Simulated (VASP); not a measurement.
# SnSe in VASP: relaxation of the atoms with PBEsol

Aim: the relaxation of the atoms of SnSe with PBEsol.

All numbers are computed with VASP 6.6.1; they aren't measurements. Logs are shortened: lines on timing, memory, paths and dates and some standing lists are left out, and cuts for length are marked.

## 1. The cell of the first run

The cell holds a slab with vacuum, 8 atoms: a = 4.204 Å, b = 5.946 Å, c = 23.306 Å, α = 90.00°, β = 90.00°, γ = 90.00°.

## 2. Relaxation of the atoms, PBEsol

Input file INCAR:

```
  PREC = Accurate
  ENCUT = 520
  EDIFF = 1E-6
  ISMEAR = 0
  SIGMA = 0.05
  LREAL = False
  LASPH = True
  NELM = 60
  ALGO = Normal
  ISIF = 2
  LWAVE = False
  LCHARG = False
  LDIPOL = True
  IDIPOL = 3
  DIPOL = 0.5 0.5 0.500
  GGA = PS
  IBRION = 2
  NSW = 90
  EDIFFG = -0.03
  KPAR = 4
```

Input file KPOINTS:

```
regular mesh
0
Gamma
  6 5 1
```

Input file POSCAR:

```
SnSe
1.0
    4.2041099658      0.0000000000      0.0000000000
    0.0000000000      5.9455093314      0.0000000000
    0.0000000000      0.0000000000     23.3061649488
Sn Se
4 4
Selective dynamics
Direct
    0.5000000000      0.5000000000      0.3647103682  F F F
    0.0000000000      0.0000000000      0.4549034561  F F F
    0.5000000000      0.5000000000      0.5450965439  T T T
    0.0000000000      0.0000000000      0.6352896318  T T T
    0.5000000000      0.0000000000      0.3647103682  F F F
    0.0000000000      0.5000000000      0.4549034561  F F F
    0.5000000000      0.0000000000      0.5450965439  T T T
    0.0000000000      0.5000000000      0.6352896318  T T T
```

Potentials or basis: VASP PAW PBE potentials, release 64 (Sn_d, Se).

Started as:

```
cat potpaw_PBE.64/Sn_d/POTCAR potpaw_PBE.64/Se/POTCAR > POTCAR
mpirun -np 4 vasp_std > vasp.out
```

OUTCAR:

```text
PREC = Accurate
   ENCUT = 520
   EDIFF = 1E-6
   ISMEAR = 0
   LREAL = False
   LASPH = True
   NELM = 60
   ISIF = 2
   GGA = PS
   IBRION = 2
   NSW = 90
   EDIFFG = -0.03

 ion  position               nearest neighbor table
   1  0.500  0.500  0.365-   5 2.97   5 2.97   6 2.97   6 2.97
   2  0.000  0.000  0.455-   7 2.97   7 2.97   6 2.97   6 2.97   5 2.97   5 2.97
   3  0.500  0.500  0.545-   6 2.97   6 2.97   7 2.97   7 2.97   8 2.97   8 2.97
   4  0.000  0.000  0.635-   8 2.97   8 2.97   7 2.97   7 2.97
   5  0.500  0.000  0.365-   1 2.97   1 2.97   2 2.97   2 2.97
   6  0.000  0.500  0.455-   3 2.97   3 2.97   2 2.97   2 2.97   1 2.97   1 2.97
   7  0.500  0.000  0.545-   2 2.97   2 2.97   3 2.97   3 2.97   4 2.97   4 2.97
   8  0.000  0.500  0.635-   4 2.97   4 2.97   3 2.97   3 2.97

  LATTYP: Found a simple orthorhombic cell.
 ALAT       =     4.2041099658
 B/A-ratio  =     1.4142135624
 C/A-ratio  =     5.5436620684

  Lattice vectors:

 A1 = (   4.2041099658,   0.0000000000,   0.0000000000)
 A2 = (   0.0000000000,   5.9455093314,   0.0000000000)
 A3 = (   0.0000000000,   0.0000000000,  23.3061649488)

Analysis of symmetry for initial positions (statically):
=====================================================================
 Subroutine PRICEL returns:
 Original cell was already a primitive cell.

 Routine SETGRP: Setting up the symmetry group for a
 simple orthorhombic supercell.

 Subroutine GETGRP returns: Found  8 space group operations
 (whereof  4 operations were pure point group operations)
 out of a pool of  8 trial point group operations.

The static configuration has the point symmetry C_2v.
 The point group associated with its full space group is D_2h.

Analysis of symmetry for dynamics (positions and initial velocities):
=====================================================================
 Subroutine PRICEL returns:
 Original cell was already a primitive cell.

 Routine SETGRP: Setting up the symmetry group for a
 simple orthorhombic supercell.

 Subroutine GETGRP returns: Found  8 space group operations
 (whereof  4 operations were pure point group operations)
 out of a pool of  8 trial point group operations.

The dynamic configuration has the point symmetry C_2v.
 The point group associated with its full space group is D_2h.

Analysis of constrained symmetry for selective dynamics:
=====================================================================
 Subroutine PRICEL returns:
 Original cell was already a primitive cell.

[... 159 lines left out ...]

  FORCE on cell =-STRESS in cart. coord.  units (eV):
  Direction    XX          YY          ZZ          XY          YZ          ZX
  --------------------------------------------------------------------------------------
  -------------------------------------------------------------------------------------
  Total       -4.4088780     -2.4026719     -4.6881412      0.0000000      0.0000000      0.0000000
  in kB      -12.1256413     -6.6080164    -12.8936928      0.0000000      0.0000000      0.0000000
  external PRESSURE =     -10.5424502 kB  Pullay stress =       0.0000000 kB
[... 107 lines left out ...]
  FREE ENERGIE OF THE ION-ELECTRON SYSTEM (eV)
  ---------------------------------------------------
  free  energy   TOTEN  =       -34.5789517612 eV

  energy  without entropy=      -34.5789517612  energy(sigma->0) =      -34.57895176

 dipolmoment           0.000000      0.000000      0.002578 electrons x Angstroem

[... ionic steps 4 to 11 ...]

--------------------------------------- Ionic step       12  -------------------------------------------

 number of electron      79.9999995 magnetization

------------------------ aborting loop because EDIFF is reached ----------------------------------------
[... 39 lines left out ...]
 number of electron      79.9999994 magnetization

------------------------ aborting loop because EDIFF is reached ----------------------------------------

 vacuum level on the upper side and lower side of the slab       (xc-potential included)        -0.019         0.004

  FORCE on cell =-STRESS in cart. coord.  units (eV):
  Direction    XX          YY          ZZ          XY          YZ          ZX
  --------------------------------------------------------------------------------------
  -------------------------------------------------------------------------------------
  Total       -4.4833837     -0.6955626     -4.0196963      0.0000000      0.0000000      0.0000000
  in kB      -12.3305527     -1.9129906    -11.0552832      0.0000000      0.0000000      0.0000000
  external PRESSURE =      -8.4329422 kB  Pullay stress =       0.0000000 kB
[... 29 lines left out ...]
--------------------------------------- Ionic step       14  -------------------------------------------

 number of electron      79.9999994 magnetization

 dipolmoment           0.000000      0.000000     -0.003000 electrons x Angstroem

 Free energy of the ion-electron system (eV)
  ---------------------------------------------------
  ext. energy  EPLUGINS =         0.00000000
  ---------------------------------------------------
  free energy    TOTEN  =       -34.60575320 eV

  energy without entropy =      -34.60575320  energy(sigma->0) =      -34.60575320

 E-fermi :  -0.6924     XC(G=0):  -4.2248

 val. band max:       -0.9353569755   @ k =   0.0000   0.4000   0.0000
 cond. band min:      -0.2000972322   @ k =   0.0000   0.2000   0.0000
 fundamental gap:      0.7352597434
 Fermi energy:        -0.6923904288

 k-point     1 :       0.0000    0.0000    0.0000
  band No.  band energies     occupation
      1     -22.3745      2.00000
      2     -22.3728      2.00000
      3     -22.3727      2.00000
      4     -22.3653      2.00000
      5     -22.3458      2.00000
      6     -22.3429      2.00000
[... 601 lines left out ...]
     47       1.6190      0.00000
     48       1.6644      0.00000

------------------------ aborting loop because EDIFF is reached ----------------------------------------

 vacuum level on the upper side and lower side of the slab       (xc-potential included)        -0.135        -0.116

  FORCE on cell =-STRESS in cart. coord.  units (eV):
  Direction    XX          YY          ZZ          XY          YZ          ZX
  --------------------------------------------------------------------------------------
  -------------------------------------------------------------------------------------
  Total       -4.4682571     -0.6765965     -4.0080041      0.0000000      0.0000000      0.0000000
  in kB      -12.2889503     -1.8608286    -11.0231266      0.0000000      0.0000000      0.0000000
  external PRESSURE =      -8.3909685 kB  Pullay stress =       0.0000000 kB
[... 23 lines left out ...]
  FREE ENERGIE OF THE ION-ELECTRON SYSTEM (eV)
  ---------------------------------------------------
  free  energy   TOTEN  =       -34.6057531952 eV

  energy  without entropy=      -34.6057531952  energy(sigma->0) =      -34.60575320

 reached required accuracy - stopping structural energy minimisation

 vacuum level on the upper side and lower side of the slab         3.517         3.535
```

OSZICAR:

```text
N       E                     dE             d eps       ncg     rms          rms(c)
DAV:   1     0.695191542185E+03    0.69519E+03   -0.35555E+04  1368   0.152E+03
DAV:   2     0.596028014519E+02   -0.63559E+03   -0.62322E+03  1304   0.353E+02
DAV:   3    -0.299023494328E+02   -0.89505E+02   -0.86328E+02  1432   0.152E+02
[... 171 lines left out ...]
DAV:   1    -0.346052145919E+02    0.27570E-03   -0.15363E-01  1160   0.118E+00    0.998E-02
DAV:   2    -0.346057486584E+02   -0.53407E-03   -0.57511E-03  1576   0.293E-01    0.262E-02
DAV:   3    -0.346057554805E+02   -0.68221E-05   -0.15598E-04  1544   0.513E-02    0.245E-02
DAV:   4    -0.346057536012E+02    0.18792E-05   -0.92878E-06  1280   0.130E-02    0.152E-02
DAV:   5    -0.346057531952E+02    0.40599E-06   -0.33209E-06  1080   0.842E-03
  14 F= -.34605753E+02 E0= -.34605753E+02  d E =-.262988E-03
```

CONTCAR:

```text
SnSe
   1.00000000000000
     4.2041099657999998    0.0000000000000000    0.0000000000000000
     0.0000000000000000    5.9455093314000003    0.0000000000000000
     0.0000000000000000    0.0000000000000000   23.3061649487999993
  Sn              Se
     4     4
Selective dynamics
Direct
     0.5000000000000000    0.5000000000000000    0.3647103682000008   F   F   F
     0.0000000000000000    0.0000000000000000    0.4549034560999985   F   F   F
     0.5000000000000000    0.5000000000000000    0.5568983852396638   T   T   T
     0.0000000000000000    0.0000000000000000    0.6370990883175088   T   T   T
     0.5000000000000000    0.0000000000000000    0.3647103682000008   F   F   F
     0.0000000000000000    0.5000000000000000    0.4549034560999985   F   F   F
     0.5000000000000000    0.0000000000000000    0.5585268990771398   T   T   T
     0.0000000000000000    0.5000000000000000    0.6355445592296473   T   T   T

  0.00000000E+00  0.00000000E+00  0.00000000E+00
  0.00000000E+00  0.00000000E+00  0.00000000E+00
  0.00000000E+00  0.00000000E+00  0.00000000E+00
  0.00000000E+00  0.00000000E+00  0.00000000E+00
  0.00000000E+00  0.00000000E+00  0.00000000E+00
  0.00000000E+00  0.00000000E+00  0.00000000E+00
  0.00000000E+00  0.00000000E+00  0.00000000E+00
  0.00000000E+00  0.00000000E+00  0.00000000E+00
```

It took 19 min on 4 MPI ranks of Intel Xeon Platinum 8488C (Sapphire Rapids), shared host; peak memory 0.82 GiB.

What came out:

- Free energy: -34.6058 eV
- Energy gained by relaxing: 38.5 meV/atom
- Ionic steps: 14
- Band gap on the k mesh: 0.74 eV (least direct gap 0.75 eV)

Step by step:
| step | energy change (eV) | largest force on free atoms (eV/Å) | pressure (GPa) |
| --- | --- | --- | --- |
| 1 | 0.0000 | 1.1526 | -1.05 |
| 2 | -0.1396 | 0.8509 | -0.96 |
| 3 | -0.2809 | 0.1497 | -0.60 |
| 4 | -0.2809 | 0.1667 | -0.62 |
| 5 | -0.2841 | 0.1225 | -0.63 |
| 6 | -0.2896 | 0.1916 | -0.66 |
| 7 | -0.2901 | 0.2282 | -0.67 |
| 8 | -0.2923 | 0.2096 | -0.68 |
| 9 | -0.2978 | 0.1572 | -0.72 |
| 10 | -0.3049 | 0.0817 | -0.78 |
| 11 | -0.3055 | 0.1390 | -0.90 |
| 12 | -0.3074 | 0.0500 | -0.85 |
| 13 | -0.3074 | 0.0432 | -0.84 |
| 14 | -0.3077 | 0.0179 | -0.84 |

Final structure:
```
Sn Se
1.0
     4.20411    0.00000    0.00000
     0.00000    5.94551    0.00000
     0.00000    0.00000   23.30616
Sn Se
4 4
Cartesian
  2.1021 2.9728 8.5000
  0.0000 0.0000 10.6021
  2.1021 2.9728 12.9792
  0.0000 0.0000 14.8483
  2.1021 0.0000 8.5000
  0.0000 2.9728 10.6021
  2.1021 0.0000 13.0171
  0.0000 2.9728 14.8121
```

Levels at points of the mesh, in eV from the valence-band top:
| k point | band 38 | band 39 | band 40 | band 41 | band 42 | band 43 |
| --- | --- | --- | --- | --- | --- | --- |
| (0.00, 0.00, 0.00) | -1.16 | -0.90 | -0.30 | 0.93 | 2.06 | 2.26 |
| (0.50, 0.00, 0.00) | -2.27 | -0.86 | -0.67 | 1.01 | 1.14 | 2.98 |

Caveat: semilocal functionals underestimate gaps, and a narrow one can read as zero; the PAW data sets were made with another functional, which shifts forces and pressure a little; spin-orbit coupling is left out, which moves the levels of the heavy elements.
